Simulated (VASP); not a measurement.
# PbSe (Fm-3m) in VASP: a series of runs, part 2 of 2

VASP 6.6.1. The steps go on from the part before.

### Step 3. Single point, PBEsol (volume scaled by 0.98)

The input, INCAR:

```
SYSTEM = PbSe
  PREC = Accurate
  ENCUT = 520
  EDIFF = 1E-6
  ISMEAR = -1
  SIGMA = 0.02
  LREAL = .False.
  LASPH = .True.
  NELM = 80
  ALGO = Normal
  ISIF = 2
  LWAVE = .False.
  LCHARG = .True.
  GGA = PS
  LELF = .True.
  LVHAR = .True.
  NBANDS = 17
```

The input, KPOINTS:

```
Automatic mesh
0
Gamma
  7 7 7
  0 0 0
```

The input, POSCAR:

```
PbSe
1.0
    0.0000000000      3.0415980385      3.0415980385
    3.0415980385      0.0000000000      3.0415980385
    3.0415980385      3.0415980385      0.0000000000
Pb Se
1 1
Direct
    0.0000000000      0.0000000000      0.0000000000
    0.5000000000      0.5000000000      0.5000000000
```

Potentials or basis: VASP PAW PBE potentials, release 64 (Pb_d, Se).

Run with:

```
$ cat potpaw_PBE.64/Pb_d/POTCAR potpaw_PBE.64/Se/POTCAR > POTCAR
$ mpirun -np 1 vasp_std > vasp.out
```

OUTCAR:

```text
SYSTEM = PbSe
   PREC = Accurate
   ENCUT = 520
   EDIFF = 1E-6
   ISMEAR = -1
   LREAL = .False.
   LASPH = .True.
   NELM = 80
   ISIF = 2
   GGA = PS

 ion  position               nearest neighbor table
   1  0.000  0.000  0.000-   2 3.04   2 3.04   2 3.04   2 3.04   2 3.04   2 3.04
   2  0.500  0.500  0.500-   1 3.04   1 3.04   1 3.04   1 3.04   1 3.04   1 3.04

  LATTYP: Found a face centered cubic cell.
 ALAT       =     6.0831960770

  Lattice vectors:

 A1 = (   0.0000000000,   3.0415980385,   3.0415980385)
 A2 = (   3.0415980385,   0.0000000000,   3.0415980385)
 A3 = (   3.0415980385,   3.0415980385,   0.0000000000)

Analysis of symmetry for initial positions (statically):
=====================================================================
 Subroutine PRICEL returns:
 Original cell was already a primitive cell.

 Routine SETGRP: Setting up the symmetry group for a
 face centered cubic supercell.

 Subroutine GETGRP returns: Found 48 space group operations
 (whereof 48 operations were pure point group operations)
 out of a pool of 48 trial point group operations.

The static configuration has the point symmetry O_h .

Analysis of symmetry for dynamics (positions and initial velocities):
=====================================================================
 Subroutine PRICEL returns:
 Original cell was already a primitive cell.

 Routine SETGRP: Setting up the symmetry group for a
 face centered cubic supercell.

 Subroutine GETGRP returns: Found 48 space group operations
 (whereof 48 operations were pure point group operations)
 out of a pool of 48 trial point group operations.

The dynamic configuration has the point symmetry O_h .

 Subroutine INISYM returns: Found 48 space group operations
 (whereof 48 operations are pure point group operations),
 and found     1 'primitive' translations

----------------------------------------------------------------------------------------

                                     Primitive cell

  volume of cell :      56.2776

  direct lattice vectors                    reciprocal lattice vectors
     0.000000000  3.041598039  3.041598039    -0.164387271  0.164387271  0.164387271
     3.041598039  0.000000000  3.041598039     0.164387271 -0.164387271  0.164387271
     3.041598039  3.041598039  0.000000000     0.164387271  0.164387271 -0.164387271

  length of vectors
     4.301469197  4.301469197  4.301469197     0.284727105  0.284727105  0.284727105

  position of ions in fractional coordinates (direct lattice)
     0.000000000  0.000000000  0.000000000
     0.500000000  0.500000000  0.500000000

  ion indices of the primitive-cell ions
   primitive index   ion index
                 1           1
                 2           2

----------------------------------------------------------------------------------------

 KPOINTS: Automatic mesh

Automatic generation of k-mesh.
 Grid dimensions read from file:
 generate k-points for:    7    7    7

 Generating k-lattice:

  Cartesian coordinates                     Fractional coordinates (reciprocal lattice)
    -0.023483896  0.023483896  0.023483896     0.142857143  0.000000000  0.000000000
     0.023483896 -0.023483896  0.023483896     0.000000000  0.142857143  0.000000000
     0.023483896  0.023483896 -0.023483896     0.000000000  0.000000000  0.142857143

  Length of vectors
     0.040675301  0.040675301  0.040675301

  Shift w.r.t. Gamma in fractional coordinates (k-lattice)
     0.000000000  0.000000000  0.000000000

 Subroutine IBZKPT returns following result:
 ===========================================

 Found     20 irreducible k-points:

 Following reciprocal coordinates:
            Coordinates               Weight
  0.000000  0.000000  0.000000      1.000000
  0.142857  0.000000  0.000000      8.000000
  0.285714  0.000000  0.000000      8.000000
  0.428571  0.000000  0.000000      8.000000
  0.142857  0.142857  0.000000      6.000000
  0.285714  0.142857  0.000000     24.000000
[... 12 lines left out ...]
 -0.428571  0.428571  0.142857     24.000000
 -0.285714  0.428571  0.142857     24.000000
   k-points           NKPTS =     20   k-points in BZ     NKDIM =     20   number of bands    NBANDS=     17
   number of dos      NEDOS =    301   number of ions     NIONS =      2
   total plane-waves  NPLWV =  32768
   dimension x,y,z NGX =    32 NGY =   32 NGZ =   32
   dimension x,y,z NGXF=    64 NGYF=   64 NGZF=   64
   ions per type =               1   1
   NGX,Y,Z   is equivalent  to a cutoff of  12.37, 12.37, 12.37 a.u.
   NGXF,Y,Z  is equivalent  to a cutoff of  24.74, 24.74, 24.74 a.u.
 SYSTEM =  PbSe
   PREC   = accura    normal or accurate (medium, high low for compatibility)
   ISTART =      0    job   : 0-new  1-cont  2-samecut
   ICHARG =      2    charge: 1-file 2-atom 10-const
   ISPIN  =      1    spin polarized calculation?
   LNONCOLLINEAR =      F non collinear calculations
   LSORBIT =      F    spin-orbit coupling
   LASPH  =      T    aspherical Exc in radial PAW
   ENCUT  =  520.0 eV  38.22 Ry    6.18 a.u.   8.00  8.00  8.00*2*pi/ulx,y,z
   NELM   =     80;   NELMIN=  2; NELMDL= -5     # of ELM steps
   EDIFF  = 0.1E-05   stopping-criterion for ELM
   LREAL  =      F    real-space projection
   EDIFFG = 0.1E-04   stopping-criterion for IOM
   NSW    =      0    number of steps for IOM
   IBRION =     -1    ionic relax: 0-MD 1-quasi-New 2-CG
   NFREE  =      0    steps in history (QN), initial steepest desc. (CG)
   ISIF   =      2    stress and relaxation
   ISYM   =      2    0-nonsym 1-usesym 2-fastsym
   POTIM  = 0.5000    time-step for ionic-motion
   TEBEG  =    0.0;   TEEND  =   0.0 temperature during run
   PSTRESS=    0.0 pullay stress
   NELECT =      20.0000    total number of electrons
   NUPDOWN=      -1.0000    fix difference up-down
   EMIN   =  10.00;   EMAX   =-10.00  energy-range for DOS
   EFERMI =   0.00;   METHOD = LEGACY
   ISMEAR =    -1;   SIGMA  =   0.02  broadening in eV -4-tet -1-fermi 0-gaus
   EFERMI_NEDOS =   21; number of points for ismear=-14 and -15
   IALGO  =     38    algorithm
   IMIX   =      4    mixing-type and parameters
     AMIX     =   0.40;   BMIX     =  1.00
     AMIX_MAG =   1.60;   BMIX_MAG =  1.00
  volume/ion in A,a.u.               =      28.14       189.89
  Fermi-wavevector in a.u.,A,eV,Ry     =   1.159595  2.191317 18.295219  1.344661
  Thomas-Fermi vector in A             =   2.296186
   LORBIT       =      0    0 simple, 1 ext, 2 COOP (PROOUT), +10 PAW based schemes
   GGA     = PS    functional components
   LHFCALC =     F    Hartree Fock is set to
   AEXX    =    0.0000 exact exchange contribution
   IVDW    =     0    specifies the selected vdW correction
   LEPSILON=     F    determine dielectric tensor
   LRPA    =     F    only Hartree local field effects (RPA)
 non-spin polarized calculation
  energy-cutoff  :      520.00
  volume of cell :       56.28
 maximum number of plane-waves:      1532
   NGX = 15   NGY = 15   NGZ = 15

 number of electron      20.0000005 magnetization

 Free energy of the ion-electron system (eV)
  ---------------------------------------------------
  ext. energy  EPLUGINS =         0.00000000
  ---------------------------------------------------
  free energy    TOTEN  =        -8.91921003 eV

  energy without entropy =       -8.91921003  energy(sigma->0) =       -8.91921003

 E-fermi :   5.2628     XC(G=0):  -9.8066

 val. band max:        4.8601090432   @ k =   0.4286   0.0000   0.0000
 cond. band min:       5.6693767751   @ k =   0.4286   0.0000   0.0000
 fundamental gap:      0.8092677318
 Fermi energy:         5.2628364905

 k-point     1 :       0.0000    0.0000    0.0000
  band No.  band energies     occupation
      1     -11.6351      2.00000
      2     -11.6351      2.00000
      3     -11.6351      2.00000
      4     -11.6347      2.00000
      5     -11.6347      2.00000
      6      -8.6267      2.00000
[... 9 lines left out ...]
     16      11.5511      0.00000
     17      13.0867      0.00000
[... 361 lines left out ...]
 k-point    20 :      -0.2857    0.4286    0.1429
  band No.  band energies     occupation
      1     -11.7350      2.00000
      2     -11.6367      2.00000
      3     -11.6270      2.00000
      4     -11.6139      2.00000
      5     -11.5886      2.00000
      6      -7.1048      2.00000
[... 9 lines left out ...]
     16      16.6975      0.00000
     17      17.2251      0.00000

------------------------ aborting loop because EDIFF is reached ----------------------------------------

  FORCE on cell =-STRESS in cart. coord.  units (eV):
  Direction    XX          YY          ZZ          XY          YZ          ZX
  --------------------------------------------------------------------------------------
  -------------------------------------------------------------------------------------
  Total        0.1541536      0.1541536      0.1541536      0.0000000     -0.0000000      0.0000000
  in kB        4.3886276      4.3886276      4.3886276      0.0000000     -0.0000000      0.0000000
  external PRESSURE =       4.3886276 kB  Pullay stress =       0.0000000 kB

 VOLUME and BASIS-vectors are now :
 -----------------------------------------------------------------------------
  energy-cutoff  :      520.00
  volume of cell :       56.28
      direct lattice vectors                 reciprocal lattice vectors
     0.000000000  3.041598039  3.041598039    -0.164387271  0.164387271  0.164387271
     3.041598039  0.000000000  3.041598039     0.164387271 -0.164387271  0.164387271
     3.041598039  3.041598039  0.000000000     0.164387271  0.164387271 -0.164387271

 POSITION                                       TOTAL-FORCE (eV/Angst)
 -----------------------------------------------------------------------------------
      0.00000      0.00000      0.00000         0.000000      0.000000      0.000000
      3.04160      3.04160      3.04160        -0.000000     -0.000000     -0.000000
 -----------------------------------------------------------------------------------
    total drift:                                0.000000     -0.000000     -0.000000

  FREE ENERGIE OF THE ION-ELECTRON SYSTEM (eV)
  ---------------------------------------------------
  free  energy   TOTEN  =        -8.9192100337 eV

  energy  without entropy=       -8.9192100337  energy(sigma->0) =       -8.91921003
```

OSZICAR:

```text
N       E                     dE             d eps       ncg     rms          rms(c)
DAV:   1     0.157145171255E+03    0.15715E+03   -0.96869E+03   680   0.121E+03
DAV:   2     0.196828120158E+01   -0.15518E+03   -0.14983E+03   748   0.310E+02
DAV:   3    -0.892326907786E+01   -0.10892E+02   -0.10827E+02   853   0.876E+01
DAV:   4    -0.916504551873E+01   -0.24178E+00   -0.24163E+00   862   0.147E+01
DAV:   5    -0.917320948272E+01   -0.81640E-02   -0.81631E-02   946   0.261E+00    0.271E+00
DAV:   6    -0.892619809220E+01    0.24701E+00   -0.59988E-01  1063   0.575E+00    0.155E+00
DAV:   7    -0.891891925982E+01    0.72788E-02   -0.97329E-02   835   0.159E+00    0.811E-01
DAV:   8    -0.891950566013E+01   -0.58640E-03   -0.97367E-03   836   0.106E+00    0.122E-01
DAV:   9    -0.891919508000E+01    0.31058E-03   -0.21376E-03  1044   0.432E-01    0.431E-02
DAV:  10    -0.891921044077E+01   -0.15361E-04   -0.14399E-04   779   0.715E-02    0.150E-02
DAV:  11    -0.891921015604E+01    0.28473E-06   -0.26471E-05   918   0.504E-02    0.569E-03
DAV:  12    -0.891921003374E+01    0.12230E-06   -0.14463E-06   588   0.135E-02
   1 F= -.89192100E+01 E0= -.89192100E+01  d E =-.653091E-10
```

Wall time 15 s (1 thread of AMD EPYC 7R13, shared host); peak memory 0.18 GiB.

Results:

| Item | Value |
| --- | --- |
| Free energy | -8.9192 eV |
| Pressure | 0.4 GPa |

Levels at points of the mesh, in eV from the Fermi level:
```csv
k point,band 6,band 7,band 8,band 9,band 10,band 11,band 12,band 13,band 14,band 15
"(0.00, 0.00, 0.00)",-13.89,-6.42,-2.08,-2.08,-2.08,4.60,4.60,4.60,6.29,6.29
```

Caveat: this odd mesh misses L, where the gap lies, so gap, dielectric constants and Born charges aren't listed; the PAW data sets were made with another functional, which shifts forces and pressure a little; spin-orbit coupling is left out, which moves the levels of the heavy elements.
